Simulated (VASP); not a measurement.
# Mg (P6_3/mmc) in VASP: a series of runs, part 2 of 3

VASP 6.6.1. The steps go on from the part before.

## (4) Electric field gradients, PBE (volume scaled by 0.99)

INCAR

```
SYSTEM = Mg
PREC     = Accurate       ! precision mode
ENCUT    = 520            ! plane-wave cutoff, eV
EDIFF    = 1E-8           ! SCF threshold, eV
ISMEAR   = -1             ! smearing method
SIGMA    = 0.08           ! smearing width, eV
LREAL    = .False.        ! projectors in reciprocal space
LASPH    = .True.         ! aspherical terms in the spheres
NELM     = 80             ! most SCF steps
ALGO     = Normal         ! electronic algorithm
ISIF     = 2              ! what is computed and relaxed
LWAVE    = .False.        ! write WAVECAR
LCHARG   = .False.        ! write CHGCAR
GGA      = PE             ! functional
LEFG     = .True.       
NBANDS   = 9              ! bands
```

KPOINTS

```
regular mesh
0
Gamma
  12 12 7
  0 0 0
```

POSCAR

```
Mg
1.0
    3.1985381027      0.0000000000      0.0000000000
   -1.5992690513      2.7700152519      0.0000000000
    0.0000000000      0.0000000000      5.1929040170
Mg
2
Direct
    0.3333333333      0.6666666667      0.2500000000
    0.6666666667      0.3333333333      0.7500000000
```

Potentials or basis: VASP PAW PBE potentials, release 64 (Mg).

Command:

```bash
cat potpaw_PBE.64/Mg/POTCAR > POTCAR
mpirun -np 1 vasp_std > vasp.out
```

OUTCAR:

```text
SYSTEM = Mg
   PREC = Accurate
   ENCUT = 520
   EDIFF = 1E-8
   ISMEAR = -1
   LREAL = .False.
   LASPH = .True.
   NELM = 80
   ISIF = 2
   GGA = PE

 ion  position               nearest neighbor table
   1  0.333  0.667  0.250-   2 3.19   2 3.19   2 3.19   2 3.19   2 3.19   2 3.19
   2  0.667  0.333  0.750-   1 3.19   1 3.19   1 3.19   1 3.19   1 3.19   1 3.19

  LATTYP: Found a hexagonal cell.
 ALAT       =     3.1985381027
 C/A-ratio  =     1.6235242008

  Lattice vectors:

 A1 = (   3.1985381027,   0.0000000000,   0.0000000000)
 A2 = (  -1.5992690513,   2.7700152519,   0.0000000000)
 A3 = (   0.0000000000,   0.0000000000,   5.1929040170)

Analysis of symmetry for initial positions (statically):
=====================================================================
 Subroutine PRICEL returns:
 Original cell was already a primitive cell.

 Routine SETGRP: Setting up the symmetry group for a
 hexagonal supercell.

 Subroutine GETGRP returns: Found 24 space group operations
 (whereof 12 operations were pure point group operations)
 out of a pool of 24 trial point group operations.

The static configuration has the point symmetry D_3d.
 The point group associated with its full space group is D_6h.

Analysis of symmetry for dynamics (positions and initial velocities):
=====================================================================
 Subroutine PRICEL returns:
 Original cell was already a primitive cell.

 Routine SETGRP: Setting up the symmetry group for a
 hexagonal supercell.

 Subroutine GETGRP returns: Found 24 space group operations
 (whereof 12 operations were pure point group operations)
 out of a pool of 24 trial point group operations.

The dynamic configuration has the point symmetry D_3d.
 The point group associated with its full space group is D_6h.

 Subroutine INISYM returns: Found 24 space group operations
 (whereof 12 operations are pure point group operations),
 and found     1 'primitive' translations

----------------------------------------------------------------------------------------

                                     Primitive cell

  volume of cell :      46.0091

  direct lattice vectors                    reciprocal lattice vectors
     3.198538103  0.000000000  0.000000000     0.312642829  0.180504421  0.000000000
    -1.599269051  2.770015252  0.000000000     0.000000000  0.361008843  0.000000000
     0.000000000  0.000000000  5.192904017     0.000000000  0.000000000  0.192570476

  length of vectors
     3.198538103  3.198538103  5.192904017     0.361008843  0.361008843  0.192570476

  position of ions in fractional coordinates (direct lattice)
     0.333333333  0.666666667  0.250000000
     0.666666667  0.333333333  0.750000000

  ion indices of the primitive-cell ions
   primitive index   ion index
                 1           1
                 2           2

----------------------------------------------------------------------------------------

 KPOINTS: regular mesh

Automatic generation of k-mesh.
 Grid dimensions read from file:
 generate k-points for:   12   12    7

[... 73 lines left out ...]
   PSTRESS=    0.0 pullay stress
   NELECT =       4.0000    total number of electrons
   NUPDOWN=      -1.0000    fix difference up-down
   EMIN   =  10.00;   EMAX   =-10.00  energy-range for DOS
   EFERMI =   0.00;   METHOD = LEGACY
   ISMEAR =    -1;   SIGMA  =   0.08  broadening in eV -4-tet -1-fermi 0-gaus
   EFERMI_NEDOS =   21; number of points for ismear=-14 and -15
   IALGO  =     38    algorithm
   IMIX   =      4    mixing-type and parameters
     AMIX     =   0.40;   BMIX     =  1.00
     AMIX_MAG =   1.60;   BMIX_MAG =  1.00
  volume/ion in A,a.u.               =      23.00       155.24
  Fermi-wavevector in a.u.,A,eV,Ry     =   0.725237  1.370500  7.156246  0.525969
  Thomas-Fermi vector in A             =   1.815909
   LORBIT       =      0    0 simple, 1 ext, 2 COOP (PROOUT), +10 PAW based schemes
   GGA     = PE    functional components
   LHFCALC =     F    Hartree Fock is set to
   AEXX    =    0.0000 exact exchange contribution
   IVDW    =     0    specifies the selected vdW correction
   LEPSILON=     F    determine dielectric tensor
   LRPA    =     F    only Hartree local field effects (RPA)
 non-spin polarized calculation
  energy-cutoff  :      520.00
  volume of cell :       46.01
 maximum number of plane-waves:      1260
 NGX is ok and might be reduce to    24
   NGX = 11   NGY = 11   NGZ = 19

 number of electron       4.0000000 magnetization

 Free energy of the ion-electron system (eV)
  ---------------------------------------------------
  ext. energy  EPLUGINS =         0.00000000
  ---------------------------------------------------
  free energy    TOTEN  =        -3.02152585 eV

  energy without entropy =       -3.00364289  energy(sigma->0) =       -3.01258437

 E-fermi :   2.5817     XC(G=0):  -8.4847

 val. band max:        2.5669651382   @ k =   0.2500   0.0833   0.0000
 cond. band min:       2.7041945108   @ k =   0.4167   0.0833   0.2857
 fundamental gap:      0.1372293726
 Fermi energy:         2.5816752210

 k-point     1 :       0.0000    0.0000    0.0000
  band No.  band energies     occupation
      1      -4.3000      2.00000
      2       0.9426      2.00000
      3       1.3809      2.00000
      4      13.5496      0.00000
      5      13.5496      0.00000
      6      13.6593      0.00000
      7      13.6593      0.00000
      8      14.4414      0.00000
      9      16.0273      0.00000
[... 265 lines left out ...]
 k-point    24 :       0.3333   -0.0000    0.1429
  band No.  band energies     occupation
      1      -2.0274      2.00000
      2       1.7687      1.99992
      3       4.0638      0.00000
      4       5.1157      0.00000
      5       7.8701      0.00000
      6      10.0408      0.00000
      7      10.2183      0.00000
      8      11.9971      0.00000
      9      13.3946      0.00000

 [... further k-points ...]
[... 5 lines left out ...]
  --------------------------------------------------------------------------------------
  -------------------------------------------------------------------------------------
  Total        0.0118503      0.0118503     -0.2159195      0.0000000      0.0000000     -0.0000000
  in kB        0.4126642      0.4126642     -7.5189717      0.0000000      0.0000000     -0.0000000
  external PRESSURE =      -2.2312144 kB  Pullay stress =       0.0000000 kB

 VOLUME and BASIS-vectors are now :
 -----------------------------------------------------------------------------
  energy-cutoff  :      520.00
  volume of cell :       46.01
      direct lattice vectors                 reciprocal lattice vectors
     3.198538103  0.000000000  0.000000000     0.312642829  0.180504421  0.000000000
    -1.599269051  2.770015252  0.000000000     0.000000000  0.361008843  0.000000000
     0.000000000  0.000000000  5.192904017     0.000000000  0.000000000  0.192570476

 POSITION                                       TOTAL-FORCE (eV/Angst)
 -----------------------------------------------------------------------------------
     -0.00000      1.84668      1.29823        -0.000000      0.000000      0.000000
      1.59927      0.92334      3.89468         0.000000     -0.000000      0.000000
 -----------------------------------------------------------------------------------
    total drift:                                0.000000     -0.000000      0.000000

  FREE ENERGIE OF THE ION-ELECTRON SYSTEM (eV)
  ---------------------------------------------------
  free  energy   TOTEN  =        -3.0215258471 eV

  energy  without entropy=       -3.0036428865  energy(sigma->0) =       -3.01258437

 Electric field gradients (V/A^2)
---------------------------------------------------------------------
 ion       V_xx      V_yy      V_zz      V_xy      V_xz      V_yz
---------------------------------------------------------------------
   1      -0.495    -0.495     0.990    -0.000    -0.000     0.000
   2      -0.495    -0.495     0.990    -0.000     0.000    -0.000
---------------------------------------------------------------------

 Electric field gradients after diagonalization (V/A^2)
 (convention: |V_zz| > |V_xx| > |V_yy|)
----------------------------------------------------------------------
 ion       V_xx      V_yy      V_zz     asymmetry (V_yy - V_xx)/ V_zz
----------------------------------------------------------------------
   1      -0.495    -0.495     0.990       0.000
   2      -0.495    -0.495     0.990       0.000
----------------------------------------------------------------------

           NMR quadrupolar parameters

 Cq : quadrupolar parameter    Cq=e*Q*V_zz/h
 eta: asymmetry parameters     (V_yy - V_xx)/ V_zz
 Q  : nuclear electric quadrupole moment in mb (millibarn)
----------------------------------------------------------------------
 ion       Cq(MHz)       eta       Q (mb)
----------------------------------------------------------------------
   1       0.002       0.000       1.000
   2       0.002       0.000       1.000
----------------------------------------------------------------------
```

It took 18 s on 1 thread of Intel Xeon Platinum 8488C (Sapphire Rapids), shared host; peak memory 0.17 GiB.

What came out:

```yaml
Free_energy: -3.0215 eV
Pressure: -0.2 GPa
Band_gap_on_the_k_mesh: zero (band 2 reaches 3.62 eV, above the bottom of band 3 at 1.38 eV)
```

Levels at points of the mesh, in eV from the Fermi level:
| k point | band 1 | band 2 | band 3 | band 4 | band 5 | band 6 |
| --- | --- | --- | --- | --- | --- | --- |
| (0.00, 0.00, 0.00) | -6.88 | -1.64 | -1.20 | 10.97 | 10.97 | 11.08 |
| (0.50, 0.00, 0.00) | -2.10 | -2.09 | 2.70 | 3.06 | 3.32 | 3.73 |

Electric field gradients, principal values (V/Å²):
| atom | least | middle | greatest (by size) |
| --- | --- | --- | --- |
| 1 Mg | -0.495 | -0.495 | 0.990 |
| 2 Mg | -0.495 | -0.495 | 0.990 |

Caveat: without QUAD_EFG the Cq values of the log hold for a quadrupole moment of 1 mb, not for the nuclei.

(Part 2 of 3 ends here.)
